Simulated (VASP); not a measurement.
# Si2Ni (Fm-3m) in VASP: a series of runs

Si2Ni is run at these levels: LDA; tasks: single point.

Everything below comes from runs of VASP 6.6.1. Logs are shortened: lines on timing, memory, paths and dates and some standing lists are left out, and cuts for length are marked.

## 1. The cell of the first run

Symmetry: Fm-3m, No. 225, cubic system. The conventional cell has a = 5.242 Å, b = 5.242 Å, c = 5.242 Å, α = 90.00°, β = 90.00°, γ = 90.00°. Si (site symmetry -43m) has 4 Ni at 2.27 Å and 6 Si at 2.62 Å within 3.0 Å. Ni (site symmetry m-3m) has 8 Si at 2.27 Å within 3.0 Å.

## 2. Single point, LDA

File INCAR:

```
SYSTEM = Si2Ni
  PREC = Accurate
  ENCUT = 520
  EDIFF = 1E-7
  ISMEAR = 0
  SIGMA = 0.15
  LREAL = .FALSE.
  LASPH = .TRUE.
  NELM = 80
  ALGO = Normal
  ISIF = 2
  LWAVE = .FALSE.
  LCHARG = .TRUE.
  LELF = .TRUE.
  LVHAR = .TRUE.
  NBANDS = 16
```

File KPOINTS:

```
regular mesh
0
G
  14 14 14
  0 0 0
```

File POSCAR:

```
Si2Ni
1.0
    0.0000000000      2.6208869829      2.6208869829
    2.6208869829      0.0000000000      2.6208869829
    2.6208869829      2.6208869829      0.0000000000
Si Ni
2 1
Direct
    0.2500000000      0.2500000000      0.2500000000
    0.7500000000      0.7500000000      0.7500000000
    0.0000000000      0.0000000000      0.0000000000
```

Potentials or basis: VASP PAW LDA potentials, release 64 (Si, Ni).

Launch:

```sh
$ cat potpaw_LDA.64/Si/POTCAR potpaw_LDA.64/Ni/POTCAR > POTCAR
$ mpirun -np 1 vasp_std > vasp.out
```

OUTCAR:

```text
SYSTEM = Si2Ni
   PREC = Accurate
   ENCUT = 520
   EDIFF = 1E-7
   ISMEAR = 0
   LREAL = .FALSE.
   LASPH = .TRUE.
   NELM = 80
   ISIF = 2

 ion  position               nearest neighbor table
   1  0.250  0.250  0.250-   3 2.27   3 2.27   3 2.27   3 2.27   2 2.62   2 2.62   2 2.62   2 2.62
                             2 2.62   2 2.62
   2  0.750  0.750  0.750-   3 2.27   3 2.27   3 2.27   3 2.27   1 2.62   1 2.62   1 2.62   1 2.62
                             1 2.62   1 2.62
   3  0.000  0.000  0.000-   2 2.27   2 2.27   2 2.27   1 2.27   2 2.27   1 2.27   1 2.27   1 2.27

  LATTYP: Found a face centered cubic cell.
 ALAT       =     5.2417739658

  Lattice vectors:

 A1 = (   0.0000000000,   2.6208869829,   2.6208869829)
 A2 = (   2.6208869829,   0.0000000000,   2.6208869829)
 A3 = (   2.6208869829,   2.6208869829,   0.0000000000)

Analysis of symmetry for initial positions (statically):
=====================================================================
 Subroutine PRICEL returns:
 Original cell was already a primitive cell.

 Routine SETGRP: Setting up the symmetry group for a
 face centered cubic supercell.

 Subroutine GETGRP returns: Found 48 space group operations
 (whereof 48 operations were pure point group operations)
 out of a pool of 48 trial point group operations.

The static configuration has the point symmetry O_h .

Analysis of symmetry for dynamics (positions and initial velocities):
=====================================================================
 Subroutine PRICEL returns:
 Original cell was already a primitive cell.

 Routine SETGRP: Setting up the symmetry group for a
 face centered cubic supercell.

 Subroutine GETGRP returns: Found 48 space group operations
 (whereof 48 operations were pure point group operations)
 out of a pool of 48 trial point group operations.

The dynamic configuration has the point symmetry O_h .

 Subroutine INISYM returns: Found 48 space group operations
 (whereof 48 operations are pure point group operations),
 and found     1 'primitive' translations

----------------------------------------------------------------------------------------

                                     Primitive cell

  volume of cell :      36.0060

  direct lattice vectors                    reciprocal lattice vectors
     0.000000000  2.620886983  2.620886983    -0.190775109  0.190775109  0.190775109
     2.620886983  0.000000000  2.620886983     0.190775109 -0.190775109  0.190775109
     2.620886983  2.620886983  0.000000000     0.190775109  0.190775109 -0.190775109

  length of vectors
     3.706493917  3.706493917  3.706493917     0.330432182  0.330432182  0.330432182

  position of ions in fractional coordinates (direct lattice)
     0.250000000  0.250000000  0.250000000
     0.750000000  0.750000000  0.750000000
     0.000000000  0.000000000  0.000000000

  ion indices of the primitive-cell ions
   primitive index   ion index
                 1           1
                 2           2
                 3           3

----------------------------------------------------------------------------------------

 KPOINTS: regular mesh

Automatic generation of k-mesh.
 Grid dimensions read from file:
 generate k-points for:   14   14   14

 Generating k-lattice:

  Cartesian coordinates                     Fractional coordinates (reciprocal lattice)
    -0.013626794  0.013626794  0.013626794     0.071428571  0.000000000  0.000000000
     0.013626794 -0.013626794  0.013626794     0.000000000  0.071428571  0.000000000
     0.013626794  0.013626794 -0.013626794     0.000000000  0.000000000  0.071428571

  Length of vectors
     0.023602299  0.023602299  0.023602299

  Shift w.r.t. Gamma in fractional coordinates (k-lattice)
     0.000000000  0.000000000  0.000000000

 Subroutine IBZKPT returns following result:
 ===========================================

 Found    104 irreducible k-points:

 Following reciprocal coordinates:
            Coordinates               Weight
  0.000000  0.000000  0.000000      1.000000
  0.071429  0.000000  0.000000      8.000000
  0.142857  0.000000  0.000000      8.000000
  0.214286  0.000000  0.000000      8.000000
  0.285714  0.000000  0.000000      8.000000
  0.357143  0.000000  0.000000      8.000000
[... 16 lines left out ...]
  0.214286  0.142857  0.000000     24.000000
  0.285714  0.142857  0.000000     24.000000
 [... further k-points ...]
   k-points           NKPTS =    104   k-points in BZ     NKDIM =    104   number of bands    NBANDS=     16
   number of dos      NEDOS =    301   number of ions     NIONS =      3
   total plane-waves  NPLWV =  21952
   dimension x,y,z NGX =    28 NGY =   28 NGZ =   28
   dimension x,y,z NGXF=    56 NGYF=   56 NGZF=   56
   ions per type =               2   1
   NGX,Y,Z   is equivalent  to a cutoff of  12.56, 12.56, 12.56 a.u.
   NGXF,Y,Z  is equivalent  to a cutoff of  25.12, 25.12, 25.12 a.u.
 SYSTEM =  Si2Ni
   PREC   = accura    normal or accurate (medium, high low for compatibility)
   ISTART =      0    job   : 0-new  1-cont  2-samecut
   ICHARG =      2    charge: 1-file 2-atom 10-const
   ISPIN  =      1    spin polarized calculation?
   LNONCOLLINEAR =      F non collinear calculations
   LSORBIT =      F    spin-orbit coupling
   LASPH  =      T    aspherical Exc in radial PAW
   ENCUT  =  520.0 eV  38.22 Ry    6.18 a.u.   6.89  6.89  6.89*2*pi/ulx,y,z
   NELM   =     80;   NELMIN=  2; NELMDL= -5     # of ELM steps
   EDIFF  = 0.1E-06   stopping-criterion for ELM
   LREAL  =      F    real-space projection
   EDIFFG = 0.1E-05   stopping-criterion for IOM
   NSW    =      0    number of steps for IOM
   IBRION =     -1    ionic relax: 0-MD 1-quasi-New 2-CG
   NFREE  =      0    steps in history (QN), initial steepest desc. (CG)
   ISIF   =      2    stress and relaxation
   ISYM   =      2    0-nonsym 1-usesym 2-fastsym
   POTIM  = 0.5000    time-step for ionic-motion
   TEBEG  =    0.0;   TEEND  =   0.0 temperature during run
   PSTRESS=    0.0 pullay stress
   NELECT =      18.0000    total number of electrons
   NUPDOWN=      -1.0000    fix difference up-down
   EMIN   =  10.00;   EMAX   =-10.00  energy-range for DOS
   EFERMI =   0.00;   METHOD = LEGACY
   ISMEAR =     0;   SIGMA  =   0.15  broadening in eV -4-tet -1-fermi 0-gaus
   EFERMI_NEDOS =   21; number of points for ismear=-14 and -15
   IALGO  =     38    algorithm
   IMIX   =      4    mixing-type and parameters
     AMIX     =   0.40;   BMIX     =  1.00
     AMIX_MAG =   1.60;   BMIX_MAG =  1.00
  volume/ion in A,a.u.               =      12.00        80.99
  Fermi-wavevector in a.u.,A,eV,Ry     =   1.299294  2.455309 22.968872  1.688164
  Thomas-Fermi vector in A             =   2.430567
   LORBIT       =      0    0 simple, 1 ext, 2 COOP (PROOUT), +10 PAW based schemes
   GGA     = CA    functional components
   LHFCALC =     F    Hartree Fock is set to
   AEXX    =    0.0000 exact exchange contribution
   IVDW    =     0    specifies the selected vdW correction
   LEPSILON=     F    determine dielectric tensor
   LRPA    =     F    only Hartree local field effects (RPA)
 non-spin polarized calculation
 Gauss-broadening in eV      SIGMA  =   0.15
  energy-cutoff  :      520.00
  volume of cell :       36.01
 maximum number of plane-waves:       984
   NGX = 13   NGY = 13   NGZ = 13

 number of electron      18.0000002 magnetization

 Free energy of the ion-electron system (eV)
  ---------------------------------------------------
  ext. energy  EPLUGINS =         0.00000000
  ---------------------------------------------------
  free energy    TOTEN  =       -19.81993452 eV

  energy without entropy =      -19.80971985  energy(sigma->0) =      -19.81482718

 E-fermi :  11.8813     XC(G=0): -12.1840

 val. band max:       11.8713483766   @ k =   0.4286   0.2857   0.0000
 cond. band min:      11.9134016304   @ k =   0.3571   0.2857   0.0714
 fundamental gap:      0.0420532538
 Fermi energy:        11.8812654380

 k-point     1 :       0.0000    0.0000    0.0000
  band No.  band energies     occupation
      1      -2.9232      2.00000
      2       5.9202      2.00000
      3       5.9202      2.00000
      4       5.9202      2.00000
      5       7.7115      2.00000
      6       7.7115      2.00000
[... 8 lines left out ...]
     15      16.6940      0.00000
     16      16.6940      0.00000

 k-point     2 :       0.0714    0.0000    0.0000
  band No.  band energies     occupation
      1      -2.8421      2.00000
      2       5.7857      2.00000
      3       5.9463      2.00000
      4       5.9463      2.00000
      5       7.6955      2.00000
      6       7.6955      2.00000
[... 8 lines left out ...]
     15      16.3048      0.00000
     16      16.5364      0.00000

 k-point     3 :       0.1429    0.0000    0.0000
  band No.  band energies     occupation
      1      -2.6001      2.00000
      2       5.3920      2.00000
      3       6.0193      2.00000
      4       6.0193      2.00000
      5       7.6580      2.00000
      6       7.6580      2.00000
[... 8 lines left out ...]
     15      16.1300      0.00000
     16      16.5349      0.00000

 k-point     4 :       0.2143    0.0000    0.0000
  band No.  band energies     occupation
      1      -2.2003      2.00000
      2       4.7583      2.00000
      3       6.1219      2.00000
      4       6.1219      2.00000
      5       7.6284      2.00000
      6       7.6284      2.00000
[... 8 lines left out ...]
     15      16.7633      0.00000
     16      17.7069      0.00000
[... 324 lines left out ...]
 k-point    22 :       0.1429    0.1429    0.0000
  band No.  band energies     occupation
      1      -2.4923      2.00000
      2       5.4530      2.00000
      3       5.9772      2.00000
      4       5.9772      2.00000
      5       7.4244      2.00000
      6       7.7975      2.00000
[... 8 lines left out ...]
     15      17.2776      0.00000
     16      17.2776      0.00000

 k-point    23 :       0.2143    0.1429    0.0000
  band No.  band energies     occupation
      1      -2.1988      2.00000
      2       5.1094      2.00000
      3       6.0298      2.00000
      4       6.0526      2.00000
      5       7.2701      2.00000
      6       7.8308      2.00000
[... 8 lines left out ...]
     15      17.9859      0.00000
     16      18.1325      0.00000

 k-point    24 :       0.2857    0.1429    0.0000
  band No.  band energies     occupation
      1      -1.7504      2.00000
      2       4.5190      2.00000
      3       6.1146      2.00000
      4       6.1470      2.00000
      5       7.1521      2.00000
      6       7.8652      2.00000
[... 8 lines left out ...]
     15      19.0341      0.00000
     16      19.3860      0.00000

 [... further k-points ...]

------------------------ aborting loop because EDIFF is reached ----------------------------------------

  FORCE on cell =-STRESS in cart. coord.  units (eV):
  Direction    XX          YY          ZZ          XY          YZ          ZX
  --------------------------------------------------------------------------------------
  -------------------------------------------------------------------------------------
  Total        2.6995557      2.6995557      2.6995557     -0.0000000      0.0000000     -0.0000000
  in kB      120.1235067    120.1235067    120.1235067     -0.0000000      0.0000000     -0.0000000
  external PRESSURE =     120.1235067 kB  Pullay stress =       0.0000000 kB

 VOLUME and BASIS-vectors are now :
 -----------------------------------------------------------------------------
  energy-cutoff  :      520.00
  volume of cell :       36.01
      direct lattice vectors                 reciprocal lattice vectors
     0.000000000  2.620886983  2.620886983    -0.190775109  0.190775109  0.190775109
     2.620886983  0.000000000  2.620886983     0.190775109 -0.190775109  0.190775109
     2.620886983  2.620886983  0.000000000     0.190775109  0.190775109 -0.190775109

 POSITION                                       TOTAL-FORCE (eV/Angst)
 -----------------------------------------------------------------------------------
      1.31044      1.31044      1.31044        -0.000000     -0.000000      0.000000
      3.93133      3.93133      3.93133         0.000000      0.000000     -0.000000
      0.00000      0.00000      0.00000         0.000000      0.000000      0.000000
 -----------------------------------------------------------------------------------
    total drift:                               -0.000000     -0.000000      0.000000

  FREE ENERGIE OF THE ION-ELECTRON SYSTEM (eV)
  ---------------------------------------------------
  free  energy   TOTEN  =       -19.8199345151 eV

  energy  without entropy=      -19.8097198485  energy(sigma->0) =      -19.81482718
```

Wall time 2.2 min (1 thread of AMD EPYC 7R13, shared host); peak memory 0.15 GiB.

Results:

```yaml
Free_energy: -19.8199 eV
Pressure: 12.0 GPa
Band_gap_on_the_k_mesh: zero (band 9 reaches 13.63 eV, above the bottom of band 10 at 11.47 eV)
```

Spin polarisation is off, so any magnetic state and its effect on volume and gap are missing.

[end of part 1 of 2]
